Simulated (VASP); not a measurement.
Here is a VASP 6.6.1 calculation.

INCAR

```
  PREC = Accurate
  ENCUT = 520
  EDIFF = 1E-7
  ISMEAR = -1
  SIGMA = 0.1
  LREAL = False
  LASPH = True
  NELM = 80
  ALGO = Normal
  ISIF = 2
  LWAVE = False
  LCHARG = False
  GGA = PS
  NBANDS = 21
```

File KPOINTS:

```
regular mesh
0
Gamma
  10 10 10
```

POSCAR

```
Sn
1.0
    0.0000000000      3.2711117108      3.2711117108
    3.2711117108      0.0000000000      3.2711117108
    3.2711117108      3.2711117108      0.0000000000
Sn
2
Direct
    0.5000000000      0.5000000000      0.5000000000
    0.7500000000      0.7500000000      0.7500000000
```

Potentials or basis: VASP PAW PBE potentials, release 64 (Sn_d).

The run is started by

```sh
$ cat potpaw_PBE.64/Sn_d/POTCAR > POTCAR
$ mpirun -np 1 vasp_std > vasp.out
```

Question: Estimate the band gap on the k mesh.

Answer: Zero (bands 14 and 15 overlap by 0.19 eV).

Question: What does it give for the pressure?

Answer: -0.1 GPa.

Caveat: the PAW data sets were made with another functional, which shifts forces and pressure a little; spin-orbit coupling is left out, which moves the levels of the heavy elements.
